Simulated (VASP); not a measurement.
Hf:

```
CELL_PARAMETERS angstrom
0.00000 2.22000 2.22000
2.22000 0.00000 2.22000
2.22000 2.22000 0.00000
ATOMIC_POSITIONS crystal
Hf 0.00000 0.00000 0.00000
```

- Program: VASP 6.6.1
- Task: relaxation of cell and atoms
- Functional: PBEsol
- Potentials or basis: VASP PAW PBE potentials, release 64 (Hf_pv)
- Cutoff: 600 eV
- k mesh: 10 × 10 × 10
- Occupations: fermi-dirac, width 0.05 eV
- Spin: no spin polarisation

At the start: pressure -2.1 GPa; volume 21.88 Å³/atom.

Problem. How do energy, volume and symmetry change on relaxing?

Solution. Over 3 steps the energy falls by 2.7 meV/atom and the volume is 21.47 Å³/atom (-1.9 %); space group Fm-3m (No. 225, to 0.05 Å).

The path:
```
step  energy change (eV)  largest force (eV/Å)  pressure (GPa)  volume (Å³)
   1              0.0000                0.0000           -2.06        21.88
   2              0.0010                0.0000            2.60        21.00
   3             -0.0027                0.0000           -0.01        21.47
```

Final structure:
```
CELL_PARAMETERS angstrom
0.00000 2.20607 2.20607
2.20607 0.00000 2.20607
2.20607 2.20607 0.00000
ATOMIC_POSITIONS crystal
Hf 0.00000 0.00000 0.00000
```

Caveat: the PAW data sets were made with another functional, which shifts forces and pressure a little.
